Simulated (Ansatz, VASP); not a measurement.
Two plane-wave programs on MgS

```xyz
2
Lattice="0.0000 2.5669 2.5669 2.5669 0.0000 2.5669 2.5669 2.5669 0.0000" Properties=species:S:1:pos:R:3 pbc="T T T"
Mg    0.0000    0.0000    0.0000
S     2.5669    2.5669    2.5669
```

Change from the starting cell: hydrostatic strain -1.3%.

Alike in both runs: task single point; functional r2SCAN; k mesh 8 × 8 × 8; no spin polarisation.

```csv
,VASP,Ansatz
version,VASP 6.6.1,Ansatz 0.2.0
potentials or method,"VASP PAW PBE potentials, release 64 (Mg, S)","plane waves, PAW"
plane-wave cutoff (eV),520,500
occupations,"gaussian, width 0.01 eV",fixed
valence electrons in the cell,8,16
```

Ansatz gave:

| Property | Result |
| --- | --- |
| gap on the k mesh at the Fermi level (eV) | 3.55 |
| pressure (GPa) | 3.5 |

What did VASP give for the same quantities?

gap on the k mesh at the Fermi level (eV): 3.52; pressure (GPa): 3.0.

VASP's potentials were made for PBE, not for r2SCAN. VASP's potentials hold 8 valence electrons a cell and Ansatz's 16, so a difference there can come from the potentials and not from the codes.
